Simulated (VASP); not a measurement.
# SiC (F-43m) in VASP: single point with PBE-based screened hybrid with 50 % exact exchange

Aim: the single point of SiC with PBE-based screened hybrid with 50 % exact exchange.

Everything below comes from runs of VASP 6.6.1. Logs are shortened: lines on timing, memory, paths and dates and some standing lists are left out, and cuts for length are marked.

## Step 1: The cell of the first run

It takes space group F-43m (No. 216, cubic). Conventional cell: a = 4.356 Å, b = 4.356 Å, c = 4.356 Å, α = 90.00°, β = 90.00°, γ = 90.00°. Within 2.5 Å of Si (site symmetry -43m) lie 4 C at 1.89 Å. Within 2.5 Å of C (site symmetry -43m) lie 4 Si at 1.89 Å.

## Step 2: Single point, PBE-based screened hybrid with 50 % exact exchange

Input file POSCAR:

```
SiC
1.0
    0.0000000000      2.1780523476      2.1780523476
    2.1780523476      0.0000000000      2.1780523476
    2.1780523476      2.1780523476      0.0000000000
Si C
1 1
Direct
    0.0000000000      0.0000000000      0.0000000000
    0.2500000000      0.2500000000      0.2500000000
```

Input file INCAR.step1:

```
SYSTEM = SiC
PREC     = Accurate       ! precision mode
ENCUT    = 1000           ! plane-wave cutoff, eV
EDIFF    = 1E-5           ! SCF threshold, eV
ISMEAR   = 0              ! smearing method
SIGMA    = 0.01           ! smearing width, eV
LREAL    = .FALSE.        ! projectors in reciprocal space
LASPH    = .TRUE.         ! aspherical terms in the spheres
NELM     = 120            ! most SCF steps
ALGO     = Normal         ! electronic algorithm
ISIF     = 2              ! what is computed and relaxed
LWAVE    = .TRUE.         ! write WAVECAR
LCHARG   = .FALSE.        ! write CHGCAR
NBANDS   = 11             ! bands
GGA      = PE             ! functional
GGA_COMPAT= .FALSE.
```

Input file INCAR.step2:

```
SYSTEM = SiC
PREC     = Accurate       ! precision mode
ENCUT    = 1000           ! plane-wave cutoff, eV
EDIFF    = 1E-6           ! SCF threshold, eV
ISMEAR   = 0              ! smearing method
SIGMA    = 0.01           ! smearing width, eV
LREAL    = .FALSE.        ! projectors in reciprocal space
LASPH    = .TRUE.         ! aspherical terms in the spheres
NELM     = 120            ! most SCF steps
ALGO     = Normal         ! electronic algorithm
ISIF     = 2              ! what is computed and relaxed
LWAVE    = .FALSE.        ! write WAVECAR
LCHARG   = .FALSE.        ! write CHGCAR
GGA      = PE             ! functional
LHFCALC  = .TRUE.         ! exact exchange
AEXX     = 0.5            ! exact-exchange fraction
HFSCREEN = 0.1            ! screening, 1/A
PRECFOCK = Normal       
NBANDS   = 11             ! bands
ISTART   = 1            
GGA_COMPAT= .FALSE.
```

Input file KPOINTS:

```
regular mesh
0
G
  4 4 4
  0 0 0
```

Potentials or basis: VASP PAW PBE potentials, release 64 (Si, C_h).

Command:

```
cat potpaw_PBE.64/Si/POTCAR potpaw_PBE.64/C_h/POTCAR > POTCAR
cp INCAR.step1 INCAR
mpirun -np 1 vasp_std > vasp.out
cp INCAR.step2 INCAR
mpirun -np 1 vasp_std > vasp.out
```

OUTCAR:

```text
SYSTEM = SiC
   PREC = Accurate
   ENCUT = 1000
   EDIFF = 1E-6
   ISMEAR = 0
   LREAL = .FALSE.
   LASPH = .TRUE.
   NELM = 120
   ISIF = 2
   GGA = PE
   LHFCALC = .TRUE.
   AEXX = 0.5
   HFSCREEN = 0.1
   PRECFOCK = Normal
   ISTART = 1

 ion  position               nearest neighbor table
   1  0.000  0.000  0.000-   2 1.89   2 1.89   2 1.89   2 1.89
   2  0.250  0.250  0.250-   1 1.89   1 1.89   1 1.89   1 1.89

  LATTYP: Found a face centered cubic cell.
 ALAT       =     4.3561046952

  Lattice vectors:

 A1 = (   0.0000000000,   2.1780523476,   2.1780523476)
 A2 = (   2.1780523476,   0.0000000000,   2.1780523476)
 A3 = (   2.1780523476,   2.1780523476,   0.0000000000)

Analysis of symmetry for initial positions (statically):
=====================================================================
 Subroutine PRICEL returns:
 Original cell was already a primitive cell.

 Routine SETGRP: Setting up the symmetry group for a
 face centered cubic supercell.

 Subroutine GETGRP returns: Found 24 space group operations
 (whereof 24 operations were pure point group operations)
 out of a pool of 48 trial point group operations.

The static configuration has the point symmetry T_d .

Analysis of symmetry for dynamics (positions and initial velocities):
=====================================================================
 Subroutine PRICEL returns:
 Original cell was already a primitive cell.

 Routine SETGRP: Setting up the symmetry group for a
 face centered cubic supercell.

 Subroutine GETGRP returns: Found 24 space group operations
 (whereof 24 operations were pure point group operations)
 out of a pool of 48 trial point group operations.

The dynamic configuration has the point symmetry T_d .

 Subroutine INISYM returns: Found 24 space group operations
 (whereof 24 operations are pure point group operations),
 and found     1 'primitive' translations

----------------------------------------------------------------------------------------

                                     Primitive cell

  volume of cell :      20.6650

  direct lattice vectors                    reciprocal lattice vectors
     0.000000000  2.178052348  2.178052348    -0.229562894  0.229562894  0.229562894
     2.178052348  0.000000000  2.178052348     0.229562894 -0.229562894  0.229562894
     2.178052348  2.178052348  0.000000000     0.229562894  0.229562894 -0.229562894

  length of vectors
     3.080231170  3.080231170  3.080231170     0.397614596  0.397614596  0.397614596

  position of ions in fractional coordinates (direct lattice)
     0.000000000  0.000000000  0.000000000
     0.250000000  0.250000000  0.250000000

  ion indices of the primitive-cell ions
   primitive index   ion index
                 1           1
                 2           2

----------------------------------------------------------------------------------------

 KPOINTS: regular mesh

Automatic generation of k-mesh.
 Grid dimensions read from file:
 generate k-points for:    4    4    4

 Generating k-lattice:

  Cartesian coordinates                     Fractional coordinates (reciprocal lattice)
    -0.057390723  0.057390723  0.057390723     0.250000000  0.000000000  0.000000000
     0.057390723 -0.057390723  0.057390723     0.000000000  0.250000000  0.000000000
     0.057390723  0.057390723 -0.057390723     0.000000000  0.000000000  0.250000000

  Length of vectors
     0.099403649  0.099403649  0.099403649

  Shift w.r.t. Gamma in fractional coordinates (k-lattice)
     0.000000000  0.000000000  0.000000000

 Subroutine IBZKPT returns following result:
 ===========================================

 Found      8 irreducible k-points:

 Following reciprocal coordinates:
            Coordinates               Weight
  0.000000  0.000000  0.000000      1.000000
  0.250000  0.000000  0.000000      8.000000
  0.500000  0.000000  0.000000      4.000000
  0.250000  0.250000  0.000000      6.000000
  0.500000  0.250000  0.000000     24.000000
 -0.250000  0.250000  0.000000     12.000000
  0.500000  0.500000  0.000000      3.000000
 -0.250000  0.500000  0.250000      6.000000
   k-points           NKPTS =      8   k-points in BZ     NKDIM =     64   number of bands    NBANDS=     11
   number of dos      NEDOS =    301   number of ions     NIONS =      2
   total plane-waves  NPLWV =  32768
   dimension x,y,z NGX =    32 NGY =   32 NGZ =   32
   dimension x,y,z NGXF=    64 NGYF=   64 NGZF=   64
   ions per type =               1   1
   NGX,Y,Z   is equivalent  to a cutoff of  17.27, 17.27, 17.27 a.u.
   NGXF,Y,Z  is equivalent  to a cutoff of  34.54, 34.54, 34.54 a.u.
 SYSTEM =  SiC
   PREC   = accura    normal or accurate (medium, high low for compatibility)
   ISTART =      1    job   : 0-new  1-cont  2-samecut
   ICHARG =      0    charge: 1-file 2-atom 10-const
   ISPIN  =      1    spin polarized calculation?
   LNONCOLLINEAR =      F non collinear calculations
   LSORBIT =      F    spin-orbit coupling
   LASPH  =      T    aspherical Exc in radial PAW
   ENCUT  = 1000.0 eV  73.50 Ry    8.57 a.u.   7.94  7.94  7.94*2*pi/ulx,y,z
   NELM   =    120;   NELMIN=  2; NELMDL=  0     # of ELM steps
   EDIFF  = 0.1E-05   stopping-criterion for ELM
   LREAL  =      F    real-space projection
   EDIFFG = 0.1E-04   stopping-criterion for IOM
   NSW    =      0    number of steps for IOM
   IBRION =     -1    ionic relax: 0-MD 1-quasi-New 2-CG
   NFREE  =      0    steps in history (QN), initial steepest desc. (CG)
   ISIF   =      2    stress and relaxation
   ISYM   =      3    0-nonsym 1-usesym 2-fastsym
   POTIM  = 0.5000    time-step for ionic-motion
   TEBEG  =    0.0;   TEEND  =   0.0 temperature during run
   PSTRESS=    0.0 pullay stress
   NELECT =       8.0000    total number of electrons
   NUPDOWN=      -1.0000    fix difference up-down
   EMIN   =  10.00;   EMAX   =-10.00  energy-range for DOS
   EFERMI =   0.00;   METHOD = LEGACY
   ISMEAR =     0;   SIGMA  =   0.01  broadening in eV -4-tet -1-fermi 0-gaus
   EFERMI_NEDOS =   21; number of points for ismear=-14 and -15
   IALGO  =     38    algorithm
   IMIX   =      1    mixing-type and parameters
     AMIX     =   0.40;   BMIX     =  1.00
     AMIX_MAG =   1.60;   BMIX_MAG =  1.00
  volume/ion in A,a.u.               =      10.33        69.73
  Fermi-wavevector in a.u.,A,eV,Ry     =   1.193145  2.254717 19.369182  1.423595
  Thomas-Fermi vector in A             =   2.329166
   LORBIT       =      0    0 simple, 1 ext, 2 COOP (PROOUT), +10 PAW based schemes
   GGA     = PE    functional components
   LHFCALC =     T    Hartree Fock is set to
   PRECFOCK=normal    Normal, Fast or Accurate (Low or Medium for compatibility)
   ENCUT4O =  -1.0   cutoff for four orbital integrals eV
   NKREDX  =     1    reduce k-point grid by
   NKREDY  =     1    reduce k-point grid by
   NKREDZ  =     1    reduce k-point grid by
   AEXX    =    0.5000 exact exchange contribution
   HFSCREEN=    0.1000 screening length (either q_TF or 0.3 A-1)
   HFSCREENC=   0.1000 screening length for correlation (either q_TF or 0.3 A-1)
   ENCUTFOCK=  -1.0 apply spherical cutoff to Coloumb kernel
   IVDW    =     0    specifies the selected vdW correction
   LEPSILON=     F    determine dielectric tensor
   LRPA    =     F    only Hartree local field effects (RPA)
 non-spin polarized calculation
 Gauss-broadening in eV      SIGMA  =   0.01
  energy-cutoff  :     1000.00
  volume of cell :       20.66
 maximum number of plane-waves:      1524
  NGX = 24; NGY = 24; NGZ = 24

 number of electron       8.0000000 magnetization

 Free energy of the ion-electron system (eV)
  ---------------------------------------------------
  ext. energy  EPLUGINS =         0.00000000
  ---------------------------------------------------
  free energy    TOTEN  =       -20.91028700 eV

  energy without entropy =      -20.91028700  energy(sigma->0) =      -20.91028700

 E-fermi :   6.8387     XC(G=0):  -7.0036

 val. band max:        6.7604113809   @ k =   0.0000   0.0000   0.0000
 cond. band min:      10.7193578893   @ k =   0.5000   0.5000   0.0000
 fundamental gap:      3.9589465084
 Fermi energy:         6.8387415993

 k-point     1 :       0.0000    0.0000    0.0000
  band No.  band energies     occupation
      1     -11.8037      2.00000
      2       6.7604      2.00000
      3       6.7604      2.00000
      4       6.7604      2.00000
      5      16.5066      0.00000
      6      17.4891      0.00000
      7      17.4891      0.00000
      8      17.4891      0.00000
      9      25.2649      0.00000
     10      25.2649      0.00000
     11      27.0804      0.00000

 k-point     2 :       0.2500    0.0000    0.0000
  band No.  band energies     occupation
      1     -10.3987      2.00000
      2       1.6776      2.00000
      3       6.0467      2.00000
      4       6.0467      2.00000
      5      16.0919      0.00000
      6      18.1796      0.00000
      7      18.1796      0.00000
      8      20.0132      0.00000
      9      23.6957      0.00000
     10      23.6957      0.00000
     11      25.6371      0.00000

 k-point     3 :       0.5000    0.0000    0.0000
  band No.  band energies     occupation
      1      -7.6564      2.00000
      2      -3.4000      2.00000
      3       5.4970      2.00000
      4       5.4970      2.00000
      5      15.4933      0.00000
      6      17.3334      0.00000
      7      17.3334      0.00000
      8      20.6163      0.00000
      9      27.2186      0.00000
     10      28.5439      0.00000
     11      28.5439      0.00000
[... 43 lines left out ...]
 k-point     7 :       0.5000    0.5000    0.0000
  band No.  band energies     occupation
      1      -5.9774      2.00000
      2      -2.5056      2.00000
      3       2.9395      2.00000
      4       2.9395      2.00000
      5      10.7194      0.00000
      6      14.0391      0.00000
      7      25.4613      0.00000
      8      25.4613      0.00000
      9      26.3421      0.00000
     10      31.6132      0.00000
     11      33.6472      0.00000

 k-point     8 :      -0.2500    0.5000    0.2500
  band No.  band energies     occupation
      1      -5.7238      2.00000
      2      -1.5582      2.00000
      3       0.8746      2.00000
      4       1.3583      2.00000
      5      15.0398      0.00000
      6      19.8984      0.00000
      7      19.9903      0.00000
      8      20.2477      0.00000
      9      25.7176      0.00000
     10      28.7746      0.00000
     11      32.7990      0.00000

------------------------ aborting loop because EDIFF is reached ----------------------------------------

  FORCE on cell =-STRESS in cart. coord.  units (eV):
  Direction    XX          YY          ZZ          XY          YZ          ZX
  --------------------------------------------------------------------------------------
  -------------------------------------------------------------------------------------
  Total       -0.8619591     -0.8619591     -0.8619591      0.0000000      0.0000000     -0.0000000
  in kB      -66.8285920    -66.8285920    -66.8285920      0.0000000      0.0000000     -0.0000000
  external PRESSURE =     -66.8285920 kB  Pullay stress =       0.0000000 kB

 VOLUME and BASIS-vectors are now :
 -----------------------------------------------------------------------------
  energy-cutoff  :     1000.00
  volume of cell :       20.66
      direct lattice vectors                 reciprocal lattice vectors
     0.000000000  2.178052348  2.178052348    -0.229562894  0.229562894  0.229562894
     2.178052348  0.000000000  2.178052348     0.229562894 -0.229562894  0.229562894
     2.178052348  2.178052348  0.000000000     0.229562894  0.229562894 -0.229562894

 POSITION                                       TOTAL-FORCE (eV/Angst)
 -----------------------------------------------------------------------------------
      0.00000      0.00000      0.00000         0.000000      0.000000      0.000000
      1.08903      1.08903      1.08903        -0.000000     -0.000000     -0.000000
 -----------------------------------------------------------------------------------
    total drift:                               -0.000001      0.000003      0.000002

  FREE ENERGIE OF THE ION-ELECTRON SYSTEM (eV)
  ---------------------------------------------------
  free  energy   TOTEN  =       -20.9102869951 eV

  energy  without entropy=      -20.9102869951  energy(sigma->0) =      -20.91028700
```

Run time: 67 s. Hardware: 1 thread of Intel Xeon Platinum 8488C (Sapphire Rapids), shared host; peak memory 0.27 GiB.

What came out:

| Item | Value |
| --- | --- |
| Free energy | -20.9103 eV |
| Pressure | -6.7 GPa |
| Band gap on the k mesh | 3.96 eV (least direct gap 7.78 eV) |

Caveat: the k points lie up to 0.62 Å⁻¹ apart; the PAW data sets were made with another functional, which shifts forces and pressure a little.
